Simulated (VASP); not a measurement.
Input of a VASP 6.6.1 run:

File POSCAR:

```
Ge
1.0
   -2.4995571569      2.4995571569      1.3592455603
    2.4995571569     -2.4995571569      1.3592455603
    2.4995571569      2.4995571569     -1.3592455603
Ge
2
Direct
    0.2500000000      0.7500000000      0.5000000000
    0.5000000000      0.5000000000      0.0000000000
```

Contents of INCAR.step1:

```
PREC = Accurate
ENCUT = 520
ISMEAR = 0
SIGMA = 0.1
LREAL = F
LASPH = T
NELM = 100
NBANDS = 21
GGA = PE
ALGO = Normal
EDIFF = 1E-4
LWAVE = T
LCHARG = F
```

INCAR.step2

```
PREC = Accurate
ENCUT = 520
EDIFF = 1E-6
ISMEAR = 0
SIGMA = 0.1
LREAL = F
LASPH = T
NELM = 100
ALGO = Normal
ISIF = 2
LWAVE = F
LCHARG = F
METAGGA = R2SCAN
LMIXTAU = T
NBANDS = 21
ISTART = 1
```

Contents of KPOINTS:

```
regular mesh
0
Gamma
  16 16 16
```

Potentials or basis: VASP PAW PBE potentials, release 64 (Ge_d).

Launch:

```console
$ cat potpaw_PBE.64/Ge_d/POTCAR > POTCAR
$ cp INCAR.step1 INCAR
$ mpirun -np 1 vasp_std > vasp.out
$ cp INCAR.step2 INCAR
$ mpirun -np 1 vasp_std > vasp.out
```

What does it give for the pressure?

8.9 GPa.

Estimate the band gap on the k mesh.

zero (bands 14 and 15 overlap by 6.14 eV).

Caveat: the cell stands under pressure; the PAW data sets were made with another functional, which shifts forces and pressure a little.
